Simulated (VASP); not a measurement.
# Al2Cu in VASP: single point with r2SCAN

Aim: the single point of Al2Cu with r2SCAN.

Program: VASP 6.6.1. These are calculated values, not measurements. Logs are shortened: lines on timing, memory, paths and dates and some standing lists are left out, and cuts for length are marked.

## (1) The cell of the first run

The typed cell holds 3 atoms: a = 4.176 Å, b = 4.176 Å, c = 4.176 Å, α = 120.00°, β = 120.00°, γ = 90.00°.

## (2) Single point, r2SCAN (strain +0.030 along x and y, +0.030 along z)

Input file POSCAR:

```
Al2Cu
1.0
   -2.0881782423      2.0881782423      2.9529971388
    2.0881782423     -2.0881782423      2.9529971388
    2.0881782423      2.0881782423     -2.9529971388
Al Cu
2 1
Direct
    0.7500000000      0.2500000000      0.5000000000
    0.2500000000      0.7500000000      0.5000000000
    0.5000000000      0.5000000000      0.0000000000
```

Input file INCAR.step1:

```
ALGO     = Normal         # electronic algorithm
EDIFF    = 1E-4           # SCF threshold, eV
ENCUT    = 520            # plane-wave cutoff, eV
GGA      = PE             # functional
ISMEAR   = 0              # smearing method
LASPH    = T              # aspherical terms in the spheres
LCHARG   = F              # write CHGCAR
LREAL    = F              # projectors in reciprocal space
LWAVE    = T              # write WAVECAR
NBANDS   = 16             # bands
NELM     = 80             # most SCF steps
PREC     = Accurate       # precision mode
SIGMA    = 0.15           # smearing width, eV
```

Input file INCAR.step2:

```
ALGO     = Normal         # electronic algorithm
EDIFF    = 1E-6           # SCF threshold, eV
ENCUT    = 520            # plane-wave cutoff, eV
ISIF     = 2              # what is computed and relaxed
ISMEAR   = 0              # smearing method
ISTART   = 1            
LASPH    = T              # aspherical terms in the spheres
LCHARG   = F              # write CHGCAR
LMIXTAU  = T            
LREAL    = F              # projectors in reciprocal space
LWAVE    = F              # write WAVECAR
METAGGA  = R2SCAN         # meta-GGA
NBANDS   = 16             # bands
NELM     = 80             # most SCF steps
PREC     = Accurate       # precision mode
SIGMA    = 0.15           # smearing width, eV
```

Input file KPOINTS:

```
k-points
0
Gamma
  16 16 16
```

Potentials or basis: VASP PAW PBE potentials, release 64 (Al, Cu).

Run with:

```console
> cat potpaw_PBE.64/Al/POTCAR potpaw_PBE.64/Cu/POTCAR > POTCAR
> cp INCAR.step1 INCAR
> mpirun -np 1 vasp_std > vasp.out
> cp INCAR.step2 INCAR
> mpirun -np 1 vasp_std > vasp.out
```

OUTCAR:

```text
EDIFF = 1E-6
   ENCUT = 520
   ISIF = 2
   ISMEAR = 0
   ISTART = 1
   LASPH = T
   LREAL = F
   METAGGA = R2SCAN
   NELM = 80
   PREC = Accurate

 ion  position               nearest neighbor table
   1  0.750  0.250  0.500-   3 2.56   3 2.56   3 2.56   3 2.56   2 2.95   2 2.95   2 2.95   2 2.95
                             2 2.95   2 2.95
   2  0.250  0.750  0.500-   3 2.56   3 2.56   3 2.56   3 2.56   1 2.95   1 2.95   1 2.95   1 2.95
                             1 2.95   1 2.95
   3  0.500  0.500  0.000-   1 2.56   2 2.56   1 2.56   2 2.56   2 2.56   1 2.56   2 2.56   1 2.56

  LATTYP: Found a body centered tetragonal cell.
 ALAT       =     4.1763564846
 C/A-ratio  =     1.4141499413

  Lattice vectors:

 A1 = (  -2.0881782423,   2.0881782423,   2.9529971388)
 A2 = (   2.0881782423,  -2.0881782423,   2.9529971388)
 A3 = (   2.0881782423,   2.0881782423,  -2.9529971388)

Analysis of symmetry for initial positions (statically):
=====================================================================
 Subroutine PRICEL returns:
 Original cell was already a primitive cell.

 Routine SETGRP: Setting up the symmetry group for a
 body centered tetragonal supercell.

 Subroutine GETGRP returns: Found 16 space group operations
 (whereof 16 operations were pure point group operations)
 out of a pool of 16 trial point group operations.

The static configuration has the point symmetry D_4h.

Analysis of symmetry for dynamics (positions and initial velocities):
=====================================================================
 Subroutine PRICEL returns:
 Original cell was already a primitive cell.

 Routine SETGRP: Setting up the symmetry group for a
 body centered tetragonal supercell.

 Subroutine GETGRP returns: Found 16 space group operations
 (whereof 16 operations were pure point group operations)
 out of a pool of 16 trial point group operations.

The dynamic configuration has the point symmetry D_4h.

 Subroutine INISYM returns: Found 16 space group operations
 (whereof 16 operations are pure point group operations),
 and found     1 'primitive' translations

----------------------------------------------------------------------------------------

                                     Primitive cell

  volume of cell :      51.5060

  direct lattice vectors                    reciprocal lattice vectors
    -2.088178242  2.088178242  2.952997139     0.000000000  0.239443161  0.169319500
     2.088178242 -2.088178242  2.952997139     0.239443161  0.000000000  0.169319500
     2.088178242  2.088178242 -2.952997139     0.239443161  0.239443161  0.000000000

  length of vectors
     4.176262545  4.176262545  4.176262545     0.293261182  0.293261182  0.338623766

  position of ions in fractional coordinates (direct lattice)
     0.750000000  0.250000000  0.500000000
     0.250000000  0.750000000  0.500000000
     0.500000000  0.500000000  0.000000000

  ion indices of the primitive-cell ions
   primitive index   ion index
                 1           1
                 2           2
                 3           3

----------------------------------------------------------------------------------------

 KPOINTS: k-points

Automatic generation of k-mesh.
 Grid dimensions read from file:
 generate k-points for:   16   16   16

 Generating k-lattice:

  Cartesian coordinates                     Fractional coordinates (reciprocal lattice)
     0.000000000  0.014965198  0.010582469     0.062500000  0.000000000  0.000000000
     0.014965198  0.000000000  0.010582469     0.000000000  0.062500000  0.000000000
     0.014965198  0.014965198  0.000000000     0.000000000  0.000000000  0.062500000

  Length of vectors
     0.018328824  0.018328824  0.021163985

  Shift w.r.t. Gamma in fractional coordinates (k-lattice)
     0.000000000  0.000000000  0.000000000

 Subroutine IBZKPT returns following result:
 ===========================================

 Found    349 irreducible k-points:

 Following reciprocal coordinates:
            Coordinates               Weight
  0.000000  0.000000  0.000000      1.000000
  0.062500  0.000000  0.000000      8.000000
  0.125000  0.000000  0.000000      8.000000
  0.187500  0.000000  0.000000      8.000000
  0.250000  0.000000  0.000000      8.000000
  0.312500  0.000000  0.000000      8.000000
[... 16 lines left out ...]
 -0.125000  0.062500  0.000000     16.000000
 -0.062500  0.062500  0.000000      4.000000
 [... further k-points ...]
   k-points           NKPTS =    349   k-points in BZ     NKDIM =    349   number of bands    NBANDS=     16
   number of dos      NEDOS =    301   number of ions     NIONS =      3
   total plane-waves  NPLWV =  32768
   dimension x,y,z NGX =    32 NGY =   32 NGZ =   32
   dimension x,y,z NGXF=    64 NGYF=   64 NGZF=   64
   ions per type =               2   1
   NGX,Y,Z   is equivalent  to a cutoff of  12.74, 12.74, 12.74 a.u.
   NGXF,Y,Z  is equivalent  to a cutoff of  25.48, 25.48, 25.48 a.u.
 SYSTEM =  unknown system
   PREC   = accura    normal or accurate (medium, high low for compatibility)
   ISTART =      1    job   : 0-new  1-cont  2-samecut
   ICHARG =      0    charge: 1-file 2-atom 10-const
   ISPIN  =      1    spin polarized calculation?
   LNONCOLLINEAR =      F non collinear calculations
   LSORBIT =      F    spin-orbit coupling
   LASPH  =      T    aspherical Exc in radial PAW
   ENCUT  =  520.0 eV  38.22 Ry    6.18 a.u.   7.77  7.77  7.77*2*pi/ulx,y,z
   NELM   =     80;   NELMIN=  2; NELMDL=  0     # of ELM steps
   EDIFF  = 0.1E-05   stopping-criterion for ELM
   LREAL  =      F    real-space projection
   EDIFFG = 0.1E-04   stopping-criterion for IOM
   NSW    =      0    number of steps for IOM
   IBRION =     -1    ionic relax: 0-MD 1-quasi-New 2-CG
   NFREE  =      0    steps in history (QN), initial steepest desc. (CG)
   ISIF   =      2    stress and relaxation
   ISYM   =      2    0-nonsym 1-usesym 2-fastsym
   POTIM  = 0.5000    time-step for ionic-motion
   TEBEG  =    0.0;   TEEND  =   0.0 temperature during run
   PSTRESS=    0.0 pullay stress
   NELECT =      17.0000    total number of electrons
   NUPDOWN=      -1.0000    fix difference up-down
   EMIN   =  10.00;   EMAX   =-10.00  energy-range for DOS
   EFERMI =   0.00;   METHOD = LEGACY
   ISMEAR =     0;   SIGMA  =   0.15  broadening in eV -4-tet -1-fermi 0-gaus
   EFERMI_NEDOS =   21; number of points for ismear=-14 and -15
   IALGO  =     38    algorithm
   IMIX   =      4    mixing-type and parameters
     AMIX     =   0.40;   BMIX     =  1.00
     AMIX_MAG =   1.60;   BMIX_MAG =  1.00
  volume/ion in A,a.u.               =      17.17       115.86
  Fermi-wavevector in a.u.,A,eV,Ry     =   1.131371  2.137981 17.415466  1.280001
  Thomas-Fermi vector in A             =   2.268070
   LORBIT       =      0    0 simple, 1 ext, 2 COOP (PROOUT), +10 PAW based schemes
   METAGGA = R2SCAN    functional components
   LHFCALC =     F    Hartree Fock is set to
   AEXX    =    0.0000 exact exchange contribution
   IVDW    =     0    specifies the selected vdW correction
   LEPSILON=     F    determine dielectric tensor
   LRPA    =     F    only Hartree local field effects (RPA)
 non-spin polarized calculation
 Gauss-broadening in eV      SIGMA  =   0.15
  energy-cutoff  :      520.00
  volume of cell :       51.51
 maximum number of plane-waves:      1411
   NGX = 15   NGY = 15   NGZ = 15

 number of electron      16.9999988 magnetization

 Free energy of the ion-electron system (eV)
  ---------------------------------------------------
  ext. energy  EPLUGINS =         0.00000000
  ---------------------------------------------------
  free energy    TOTEN  =       -24.80405475 eV

  energy without entropy =      -24.79475808  energy(sigma->0) =      -24.79940642

 E-fermi :   6.1913     XC(G=0): -10.8354

 val. band max:        6.1815530006   @ k =  -0.0625   0.1250   0.0625
 cond. band min:       6.2055610511   @ k =  -0.2500   0.3125   0.1875
 fundamental gap:      0.0240080505
 Fermi energy:         6.1912644948

 k-point     1 :       0.0000    0.0000    0.0000
  band No.  band energies     occupation
      1      -4.0474      2.00000
      2       1.7857      2.00000
      3       1.7859      2.00000
      4       1.7860      2.00000
      5       2.3070      2.00000
      6       2.3071      2.00000
[... 8 lines left out ...]
     15      13.3448      0.00000
     16      13.3462      0.00000

 k-point     2 :       0.0625    0.0000    0.0000
  band No.  band energies     occupation
      1      -3.9949      2.00000
      2       1.7678      2.00000
      3       1.7939      2.00000
      4       1.7941      2.00000
      5       2.3050      2.00000
      6       2.3051      2.00000
[... 8 lines left out ...]
     15      12.6802      0.00000
     16      13.2272      0.00000

 k-point     3 :       0.1250    0.0000    0.0000
  band No.  band energies     occupation
      1      -3.8380      2.00000
      2       1.7127      2.00000
      3       1.8166      2.00000
      4       1.8167      2.00000
      5       2.3005      2.00000
      6       2.3005      2.00000
[... 8 lines left out ...]
     15      12.0822      0.00000
     16      12.9807      0.00000

 k-point     4 :       0.1875    0.0000    0.0000
  band No.  band energies     occupation
      1      -3.5781      2.00000
      2       1.6151      2.00000
      3       1.8483      2.00000
      4       1.8485      2.00000
      5       2.2976      2.00000
      6       2.2976      2.00000
[... 8 lines left out ...]
     15      12.2378      0.00000
     16      13.1964      0.00000
[... 324 lines left out ...]
 k-point    22 :      -0.1875    0.0625    0.0000
  band No.  band energies     occupation
      1      -3.6297      2.00000
      2       1.6443      2.00000
      3       1.8417      2.00000
      4       1.8447      2.00000
      5       2.2715      2.00000
      6       2.3196      2.00000
[... 8 lines left out ...]
     15      12.5592      0.00000
     16      13.3580      0.00000

 k-point    23 :      -0.1250    0.0625    0.0000
  band No.  band energies     occupation
      1      -3.8553      2.00000
      2       1.7238      2.00000
      3       1.8133      2.00000
      4       1.8144      2.00000
      5       2.2832      2.00000
      6       2.3165      2.00000
[... 8 lines left out ...]
     15      12.8576      0.00000
     16      13.3678      0.00000

 k-point    24 :      -0.0625    0.0625    0.0000
  band No.  band energies     occupation
      1      -3.9774      2.00000
      2       1.7642      2.00000
      3       1.7958      2.00000
      4       1.7961      2.00000
      5       2.2957      2.00000
      6       2.3126      2.00000
[... 8 lines left out ...]
     15      13.4331      0.00000
     16      13.4345      0.00000

 [... further k-points ...]

------------------------ aborting loop because EDIFF is reached ----------------------------------------

  FORCE on cell =-STRESS in cart. coord.  units (eV):
  Direction    XX          YY          ZZ          XY          YZ          ZX
  --------------------------------------------------------------------------------------
  -------------------------------------------------------------------------------------
  Total       -2.5178841     -2.5178841     -2.5165428      0.0000000     -0.0000000      0.0000000
  in kB      -78.3227926    -78.3227926    -78.2810690      0.0000000     -0.0000000      0.0000000
  external PRESSURE =     -78.3088847 kB  Pullay stress =       0.0000000 kB

 VOLUME and BASIS-vectors are now :
 -----------------------------------------------------------------------------
  energy-cutoff  :      520.00
  volume of cell :       51.51
      direct lattice vectors                 reciprocal lattice vectors
    -2.088178242  2.088178242  2.952997139     0.000000000  0.239443161  0.169319500
     2.088178242 -2.088178242  2.952997139     0.239443161  0.000000000  0.169319500
     2.088178242  2.088178242 -2.952997139     0.239443161  0.239443161  0.000000000

 POSITION                                       TOTAL-FORCE (eV/Angst)
 -----------------------------------------------------------------------------------
     -0.00000      2.08818      1.47650         0.000000      0.000000     -0.000000
      2.08818     -0.00000      1.47650        -0.000000     -0.000000      0.000000
      0.00000      0.00000      2.95300         0.000000      0.000000     -0.000000
 -----------------------------------------------------------------------------------
    total drift:                               -0.000000      0.000000     -0.000000

  FREE ENERGIE OF THE ION-ELECTRON SYSTEM (eV)
  ---------------------------------------------------
  free  energy   TOTEN  =       -24.8040547548 eV

  energy  without entropy=      -24.7947580812  energy(sigma->0) =      -24.79940642
```

It took 5.1 min on 1 thread of Intel Xeon 6975P-C (Granite Rapids), shared host; peak memory 0.4 GiB.

Results:

```
Free energy            : -24.8041 eV
Pressure               : -7.8 GPa
Band gap on the k mesh : zero (an odd number of electrons rules out a gap without spin polarisation)
```

Caveat: the cell differs from its parent crystal (strain +0.030 along x and y, +0.030 along z); the cell stands under tension; the PAW data sets were made with another functional, which shifts forces and pressure a little.
